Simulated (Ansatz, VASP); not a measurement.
## One calculation of PbF2, two programs

INCAR

```
  PREC = Accurate
  ENCUT = 520
  EDIFF = 1E-7
  ISMEAR = -1
  SIGMA = 0.03
  LREAL = F
  LASPH = T
  NELM = 60
  ALGO = Normal
  ISIF = 2
  LWAVE = F
  LCHARG = F
  NBANDS = 21
```

Contents of KPOINTS:

```
regular mesh
0
Gamma
  7 7 7
```

POSCAR

```
PbF2
1.0
    0.0000000000      2.9895184540      2.9895184540
    2.9895184540      0.0000000000      2.9895184540
    2.9895184540      2.9895184540      0.0000000000
Pb F
1 2
Direct
    0.0000000000      0.0000000000      0.0000000000
    0.2500000000      0.2500000000      0.2500000000
    0.7500000000      0.7500000000      0.7500000000
```

Input for Ansatz:

```yaml
crystal:
  lattice:
    - [0.0, 2.989518454, 2.989518454]
    - [2.989518454, 0.0, 2.989518454]
    - [2.989518454, 2.989518454, 0.0]
  atoms:
    - { symbol: Pb, position: [0.0, 0.0, 0.0] }
    - { symbol: F, position: [0.25, 0.25, 0.25] }
    - { symbol: F, position: [0.75, 0.75, 0.75] }
kpoints:
  mp_grid: { grid: [7, 7, 7] }
  band_path:
    path:
      - [0.0, 0.0, 0.0]
      - [0.5, 0.0, 0.5]
      - [0.625, 0.25, 0.625]
      - [0.375, 0.375, 0.75]
      - [0.0, 0.0, 0.0]
      - [0.5, 0.5, 0.5]
      - [0.5, 0.25, 0.75]
      - [0.5, 0.0, 0.5]
    npoints: 5
scf:
  occupations: { method: fermi_dirac, width: 0.03 }
hamiltonian:
  xc: lda
  pseudopotentials: { kind: all_electron, lapw: { basis_error: 0.0005 } }
output:
  forces: true
  stress: true
  eigenvalues: true
```

Change from the starting cell: volume scaled by 1.02.

Alike in both runs: task single point; functional LDA; k mesh 7 × 7 × 7; occupations fermi-dirac, width 0.03 eV; no spin polarisation.

|  | VASP | Ansatz |
| --- | --- | --- |
| version | VASP 6.6.1 | Ansatz 0.2.0 |
| potentials or method | VASP PAW LDA potentials, release 64 (Pb_d, F), cutoff 520 eV | all-electron LAPW, scalar-relativistic |

```csv
,VASP,Ansatz,Ansatz less VASP
gap on the k mesh at the Fermi level (eV),4.26,4.29,+0.027
pressure (GPa),-6.1,-6.1,+0.05
```

LDA's correlation is that of Perdew and Zunger in VASP and of Perdew and Wang (1992) in Ansatz. Ansatz ran all-electron here, and VASP with PAW potentials.

Spin-orbit coupling is off throughout.
